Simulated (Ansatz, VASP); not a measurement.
One calculation of B, two programs

```
B
1.0
     1.47022   -2.66182    0.00000
     1.47022    2.66182    0.00000
     0.00000    0.00000    3.26313
B
4
Direct
  0.15618 0.84382 0.90957
  0.65618 0.34382 0.59043
  0.84382 0.15618 0.09043
  0.34382 0.65618 0.40957
```

Alike in both runs: functional PBE; k mesh 8 × 8 × 6; occupations gaussian, width 0.1 eV; no spin polarisation.

Ansatz relaxed the structure, and its values are those at the end. VASP's run is a single point on that final structure, the one shown.

```csv
,VASP,Ansatz
version,VASP 6.6.1,Ansatz 0.2.0
potentials or method,"VASP PAW PBE potentials, release 64 (B), cutoff 520 eV","scalar-relativistic, plane waves, PAW"
valence electrons in the cell,12,12
```

|  | VASP | Ansatz | Ansatz less VASP |
| --- | --- | --- | --- |
| gap on the k mesh at the Fermi level (eV) | none | none | - |
| pressure (GPa) | 0.0 | 0.0 | -0.03 |

A gap of «none» marks a metal or a gap that the smearing closes. With one functional, cell and mesh, what is left measures potentials, basis and numerics.
